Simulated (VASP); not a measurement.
**Cd3Se2S: single point with PBE**

The system is Cd3Se2S.

```
CELL_PARAMETERS angstrom
4.15598 0.00000 0.00000
-2.07799 3.59918 0.00000
0.00000 0.00000 20.33913
ATOMIC_POSITIONS crystal
Cd 0.66667 0.33333 0.16665
Cd 0.66667 0.33333 0.49998
Cd 0.66667 0.33333 0.83332
Cd 0.33333 0.66667 0.33332
Cd 0.33333 0.66667 0.66665
Cd 0.33333 0.66667 0.99998
Se 0.66667 0.33333 0.95864
Se 0.33333 0.66667 0.12530
Se 0.33333 0.66667 0.45864
Se 0.33333 0.66667 0.79197
S 0.66667 0.33333 0.29197
S 0.66667 0.33333 0.62530
```

```yaml
Program: VASP 6.6.1
Task: single point
Functional: PBE
Potentials_or_basis: VASP PAW PBE potentials, release 64 (Cd, Se, S)
Cutoff: 500 eV
k_mesh: 6 × 6 × 1
Occupations: gaussian, width 0.1 eV
Spin: no spin polarisation
```

The pressure is 7.9 GPa and the largest force is 0.676 eV/Å. The band gap on the k mesh is 0.95 eV, direct.

Forces on the atoms (eV/Å):
```
Cd   0.000  0.000  0.676
Cd   0.000  0.000  0.653
Cd   0.000  0.000  0.001
Cd   0.000  0.000 -0.623
Cd   0.000  0.000 -0.627
Cd   0.000  0.000  0.027
Se   0.000  0.000 -0.023
Se   0.000  0.000  0.075
Se   0.000  0.000 -0.005
Se   0.000  0.000 -0.103
S    0.000  0.000 -0.026
S    0.000  0.000 -0.026
```

Stress tensor (GPa, compression positive):
```
7.89 0.00 0.00
0.00 7.89 0.00
0.00 0.00 7.79
```

Levels at points of the mesh, in eV from the valence-band top:
```
           k point  band 51  band 52  band 53  band 54  band 55  band 56  band 57  band 58
(0.00, 0.00, 0.00)    -0.21    -0.10     0.00     0.00     0.95     2.25     2.32     2.42
(0.50, 0.00, 0.00)    -1.27    -1.25    -1.22    -0.89     2.85     2.88     3.38     3.45
```

Run time: 4.5 min on 1 thread of AMD EPYC 7R13 (shared host), peak memory 0.36 GiB.

PBE gaps usually lie below the measured ones, often by a third to a half.
